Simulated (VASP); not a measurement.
# BaS (P6_3/mmc) in VASP: density of states with PBEsol

Aim: the density of states of BaS with PBEsol.

All numbers are computed with VASP 6.6.1; they aren't measurements. Logs are shortened: lines on timing, memory, paths and dates and some standing lists are left out, and cuts for length are marked.

### Step 1. The cell of the first run

It takes space group P6_3/mmc (No. 194, hexagonal). The conventional cell has a = 4.376 Å, b = 4.376 Å, c = 7.684 Å, α = 90.00°, β = 90.00°, γ = 120.00°. Within 4.2 Å of Ba (site symmetry -3m) lie 6 S at 3.17 Å and 2 Ba at 3.84 Å. S (site symmetry -6m2) has 6 Ba at 3.17 Å within 4.2 Å.

### Step 2. Density of states, PBEsol

Input file POSCAR:

```
BaS
1.0
    4.3758141704      0.0000000000      0.0000000000
   -2.1879070852      3.7895662338      0.0000000000
    0.0000000000      0.0000000000      7.6836423970
Ba S
2 2
Direct
    0.0000000000      0.0000000000      0.0000000000
    0.0000000000      0.0000000000      0.5000000000
    0.3333333333      0.6666666667      0.2500000000
    0.6666666667      0.3333333333      0.7500000000
```

Input file INCAR.step1:

```
PREC = Accurate ; ENCUT = 520
EDIFF = 1E-6 ; ISMEAR = 0
SIGMA = 0.05 ; LREAL = False
LASPH = True ; NELM = 100
ALGO = Normal ; ISIF = 2
LWAVE = False ; LCHARG = True
GGA = PS ; NBANDS = 24
```

Input file KPOINTS.step1:

```
regular mesh
0
Gamma
  8 8 6
```

Input file INCAR.step2:

```
PREC = Accurate ; ENCUT = 520
EDIFF = 1E-6 ; ISMEAR = -5
SIGMA = 0.05 ; LREAL = False
LASPH = True ; NELM = 100
ALGO = Normal ; ISIF = 2
LWAVE = False ; LCHARG = False
GGA = PS ; LORBIT = 10
NBANDS = 24 ; NEDOS = 2001
ICHARG = 11
```

Input file KPOINTS.step2:

```
regular mesh
0
Gamma
  12 12 9
```

Potentials or basis: VASP PAW PBE potentials, release 64 (Ba_sv, S).

The run is started by

```console
cat potpaw_PBE.64/Ba_sv/POTCAR potpaw_PBE.64/S/POTCAR > POTCAR
cp INCAR.step1 INCAR
cp KPOINTS.step1 KPOINTS
mpirun -np 1 vasp_std > vasp.out
cp INCAR.step2 INCAR
cp KPOINTS.step2 KPOINTS
mpirun -np 1 vasp_std > vasp.out
```

OUTCAR:

```text
PREC = Accurate
   ENCUT = 520
   EDIFF = 1E-6
   ISMEAR = -5
   LREAL = False
   LASPH = True
   NELM = 100
   ISIF = 2
   GGA = PS
   LORBIT = 10
   ICHARG = 11

 ion  position               nearest neighbor table
   1  0.000  0.000  0.000-   3 3.17   4 3.17   3 3.17   4 3.17   4 3.17   3 3.17   2 3.84   2 3.84

   2  0.000  0.000  0.500-   3 3.17   4 3.17   3 3.17   4 3.17   4 3.17   3 3.17   1 3.84   1 3.84

   3  0.333  0.667  0.250-   1 3.17   2 3.17   1 3.17   2 3.17   1 3.17   2 3.17
   4  0.667  0.333  0.750-   1 3.17   2 3.17   1 3.17   2 3.17   1 3.17   2 3.17

  LATTYP: Found a hexagonal cell.
 ALAT       =     4.3758141704
 C/A-ratio  =     1.7559343468

  Lattice vectors:

 A1 = (   4.3758141704,   0.0000000000,   0.0000000000)
 A2 = (  -2.1879070852,   3.7895662338,   0.0000000000)
 A3 = (   0.0000000000,   0.0000000000,   7.6836423970)

Analysis of symmetry for initial positions (statically):
=====================================================================
 Subroutine PRICEL returns:
 Original cell was already a primitive cell.

 Routine SETGRP: Setting up the symmetry group for a
 hexagonal supercell.

 Subroutine GETGRP returns: Found 24 space group operations
 (whereof 12 operations were pure point group operations)
 out of a pool of 24 trial point group operations.

The static configuration has the point symmetry D_3d.
 The point group associated with its full space group is D_6h.

Analysis of symmetry for dynamics (positions and initial velocities):
=====================================================================
 Subroutine PRICEL returns:
 Original cell was already a primitive cell.

 Routine SETGRP: Setting up the symmetry group for a
 hexagonal supercell.

 Subroutine GETGRP returns: Found 24 space group operations
 (whereof 12 operations were pure point group operations)
 out of a pool of 24 trial point group operations.

The dynamic configuration has the point symmetry D_3d.
 The point group associated with its full space group is D_6h.

 Subroutine INISYM returns: Found 24 space group operations
 (whereof 12 operations are pure point group operations),
 and found     1 'primitive' translations

----------------------------------------------------------------------------------------

                                     Primitive cell

  volume of cell :     127.4135

  direct lattice vectors                    reciprocal lattice vectors
[... 102 lines left out ...]
   TEBEG  =    0.0;   TEEND  =   0.0 temperature during run
   PSTRESS=    0.0 pullay stress
   NELECT =      32.0000    total number of electrons
   NUPDOWN=      -1.0000    fix difference up-down
   EMIN   =  10.00;   EMAX   =-10.00  energy-range for DOS
   EFERMI =   0.00;   METHOD = LEGACY
   ISMEAR =    -5;   SIGMA  =   0.05  broadening in eV -4-tet -1-fermi 0-gaus
   EFERMI_NEDOS =   21; number of points for ismear=-14 and -15
   IALGO  =     38    algorithm
   IMIX   =      4    mixing-type and parameters
     AMIX     =   0.40;   BMIX     =  1.00
     AMIX_MAG =   1.60;   BMIX_MAG =  1.00
  volume/ion in A,a.u.               =      31.85       214.96
  Fermi-wavevector in a.u.,A,eV,Ry     =   1.032887  1.951874 14.515463  1.066856
  Thomas-Fermi vector in A             =   2.167107
   LORBIT       =     10    0 simple, 1 ext, 2 COOP (PROOUT), +10 PAW based schemes
   GGA     = PS    functional components
   LHFCALC =     F    Hartree Fock is set to
   AEXX    =    0.0000 exact exchange contribution
   IVDW    =     0    specifies the selected vdW correction
   LEPSILON=     F    determine dielectric tensor
   LRPA    =     F    only Hartree local field effects (RPA)
 non-spin polarized calculation
 Fermi weights with tetrahedron method with Bloechl corrections
  energy-cutoff  :      520.00
  volume of cell :      127.41
 maximum number of plane-waves:      3453
 NGX is ok and might be reduce to    36

 number of electron      31.9999997 magnetization

 Free energy of the ion-electron system (eV)
  ---------------------------------------------------
  ext. energy  EPLUGINS =         0.00000000
  ---------------------------------------------------
  free energy    TOTEN  =       -21.01585357 eV

  energy without entropy =      -21.01585357  energy(sigma->0) =      -21.01585357

 E-fermi :   1.5770     XC(G=0):  -8.9031

 val. band max:        1.5670414944   @ k =   0.0000   0.0000   0.0000
 cond. band min:       3.7159984616   @ k =   0.5000   0.0000   0.0000
 fundamental gap:      2.1489569672
 Fermi energy:         1.5770260954

 k-point     1 :       0.0000    0.0000    0.0000
  band No.  band energies     occupation
      1     -24.6990      2.00000
      2     -24.6050      2.00000
      3     -11.1514      2.00000
      4      -9.7385      2.00000
      5      -9.7385      2.00000
      6      -9.6043      2.00000
[... 637 lines left out ...]
     23       8.1242      0.00000
     24       8.1898      0.00000

 [... further k-points ...]

------------------------ aborting loop because EDIFF is reached ----------------------------------------

  FORCE on cell =-STRESS in cart. coord.  units (eV):
  Direction    XX          YY          ZZ          XY          YZ          ZX
  --------------------------------------------------------------------------------------
  -------------------------------------------------------------------------------------
  Total        0.5566965      0.5566965      0.7141658      0.0000000      0.0000000      0.0000000
  in kB        7.0002503      7.0002503      8.9803670      0.0000000      0.0000000      0.0000000
  external PRESSURE =       7.6602892 kB  Pullay stress =       0.0000000 kB

 VOLUME and BASIS-vectors are now :
 -----------------------------------------------------------------------------
  energy-cutoff  :      520.00
  volume of cell :      127.41
      direct lattice vectors                 reciprocal lattice vectors
     4.375814170  0.000000000  0.000000000     0.228528900  0.131941222  0.000000000
    -2.187907085  3.789566234  0.000000000     0.000000000  0.263882444  0.000000000
     0.000000000  0.000000000  7.683642397     0.000000000  0.000000000  0.130146609

 POSITION                                       TOTAL-FORCE (eV/Angst)
 -----------------------------------------------------------------------------------
      0.00000      0.00000      0.00000         0.000000      0.000000      0.000000
      0.00000      0.00000      3.84182         0.000000      0.000000      0.000000
     -0.00000      2.52638      1.92091         0.000000      0.000000     -0.000000
      2.18791      1.26319      5.76273        -0.000000     -0.000000     -0.000000
 -----------------------------------------------------------------------------------
    total drift:                               -0.000000      0.000000      0.000000

  FREE ENERGIE OF THE ION-ELECTRON SYSTEM (eV)
  ---------------------------------------------------
  free  energy   TOTEN  =       -21.0158535745 eV

  energy  without entropy=      -21.0158535745  energy(sigma->0) =      -21.01585357

 total charge

# of ion       s       p       d       tot
------------------------------------------
    1        2.012   5.602   0.298   7.912
    2        2.012   5.602   0.298   7.912
    3        1.316   2.410   0.000   3.726
    4        1.316   2.410   0.000   3.726
--------------------------------------------------
tot          6.656  16.023   0.597  23.276
```

OSZICAR.step1:

```text
N       E                     dE             d eps       ncg     rms          rms(c)
DAV:   1     0.196550176421E+03    0.19655E+03   -0.13747E+04  1920   0.116E+03
DAV:   2    -0.825063222655E+01   -0.20480E+03   -0.19127E+03  2696   0.213E+02
DAV:   3    -0.215304504041E+02   -0.13280E+02   -0.13155E+02  2704   0.575E+01
DAV:   4    -0.219172317831E+02   -0.38678E+00   -0.38640E+00  2960   0.913E+00
DAV:   5    -0.219234249653E+02   -0.61932E-02   -0.61928E-02  2560   0.103E+00    0.677E+00
DAV:   6    -0.210248496458E+02    0.89858E+00   -0.19649E+00  2352   0.593E+00    0.468E+00
DAV:   7    -0.210093632886E+02    0.15486E-01   -0.58292E-01  2816   0.295E+00    0.228E+00
DAV:   8    -0.210143394288E+02   -0.49761E-02   -0.74631E-02  2296   0.119E+00    0.545E-01
DAV:   9    -0.210151057105E+02   -0.76628E-03   -0.17403E-02  2456   0.644E-01    0.154E-01
DAV:  10    -0.210154168220E+02   -0.31111E-03   -0.11810E-03  2432   0.180E-01    0.883E-02
DAV:  11    -0.210157699960E+02   -0.35317E-03   -0.38192E-04  2216   0.108E-01    0.384E-02
DAV:  12    -0.210157803184E+02   -0.10322E-04   -0.94620E-06  2552   0.155E-02    0.138E-02
DAV:  13    -0.210157877505E+02   -0.74322E-05   -0.93229E-06  2288   0.156E-02    0.337E-03
DAV:  14    -0.210157876479E+02    0.10265E-06   -0.21040E-07  1816   0.234E-03
   1 F= -.21015788E+02 E0= -.21015788E+02  d E =-.194924E-18
```

It took 2.5 min on 1 thread of Intel Xeon Platinum 8488C (Sapphire Rapids), shared host; peak memory 0.42 GiB.

What came out:

```yaml
Valence_electrons_inside_the_program's_atomic_spheres: Ba 7.91; S 3.73
```

Caveat: the PAW data sets were made with another functional, which shifts forces and pressure a little; spin-orbit coupling is left out, which moves the levels of the heavy elements.
